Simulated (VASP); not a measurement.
**Hf2Pd2Se2Br2O3: electric field gradients with PBE**

The system is Hf2Pd2Se2Br2O3.

```
Hf Pd Se Br O
1.0
     5.75899    0.00000    0.00000
    -2.87949    4.98743    0.00000
     0.00000    0.00000    8.52547
Hf Pd Se Br O
2 2 2 2 3
Direct
  0.33333 0.66667 0.54201
  0.66667 0.33333 0.54201
  0.33333 0.66667 0.12880
  0.66667 0.33333 0.12880
  0.33333 0.66667 0.85572
  0.66667 0.33333 0.85572
  0.00000 0.00000 0.13895
  0.00000 0.00000 0.65384
  0.50000 0.00000 0.42963
  0.00000 0.50000 0.42963
  0.50000 0.50000 0.42963
```

- Program: VASP 6.6.1
- Task: electric field gradients
- Functional: PBE
- Potentials or basis: VASP PAW PBE potentials, release 64 (Hf_pv, Pd, Se, Br, O)
- Cutoff: 520 eV
- k mesh: 6 × 6 × 3
- Occupations: fermi-dirac, width 0.05 eV
- Spin: no spin polarisation
- Dipole correction: no
- Further INCAR settings: ALGO = Normal; EDIFF = 1e-08; NBANDS = 53

* Pressure: -0.5 GPa
* Largest force: 0.232 eV/Å
* Band gap on the k mesh: zero (band 42 reaches 2.34 eV, above the bottom of band 43 at 2.24 eV)

Forces on the atoms (eV/Å):
```
Hf   0.001 -0.001 -0.232
Hf  -0.001  0.001 -0.232
Pd   0.000  0.000 -0.012
Pd   0.000  0.000 -0.012
Se   0.000  0.000  0.037
Se   0.000  0.000  0.037
Br   0.000  0.000 -0.015
Br   0.000  0.000  0.015
O    0.000  0.000  0.137
O    0.000  0.000  0.137
O    0.000  0.000  0.138
```

Stress tensor (GPa, compression positive):
```
-0.44  0.00  0.00
 0.00 -0.44  0.00
 0.00  0.00 -0.58
```

Levels at points of the mesh, in eV from the Fermi level:
```tsv
k point	band 38	band 39	band 40	band 41	band 42	band 43	band 44	band 45	band 46	band 47
(0.00, 0.00, 0.00)	-1.18	-0.77	0.01	0.01	0.02	0.40	0.40	1.18	1.92	1.92
(0.50, 0.00, 0.00)	-0.76	-0.74	-0.70	-0.38	-0.19	0.05	0.44	2.38	2.57	2.97
(0.50, 0.50, 0.00)	-0.76	-0.74	-0.70	-0.38	-0.19	0.05	0.44	2.38	2.57	2.97
```

Electric field gradients, principal values (V/Å²):
```tsv
atom	least	middle	greatest (by size)
1 Hf	23.583	23.646	-47.229
2 Hf	23.583	23.646	-47.229
3 Pd	-22.837	-22.849	45.685
4 Pd	-22.837	-22.849	45.685
5 Se	62.164	62.248	-124.413
6 Se	62.164	62.248	-124.413
7 Br	182.580	182.612	-365.192
8 Br	124.993	125.025	-250.017
9 O	2.972	23.776	-26.748
10 O	2.971	23.776	-26.747
11 O	2.978	23.777	-26.755
```

Run time: 18 min on 1 thread of AMD EPYC 7R13, on a shared host, peak memory 0.59 GiB.

Caveat: without QUAD_EFG the Cq values of the log hold for a quadrupole moment of 1 mb, not for the nuclei; spin-orbit coupling is left out, which moves the levels of the heavy elements.
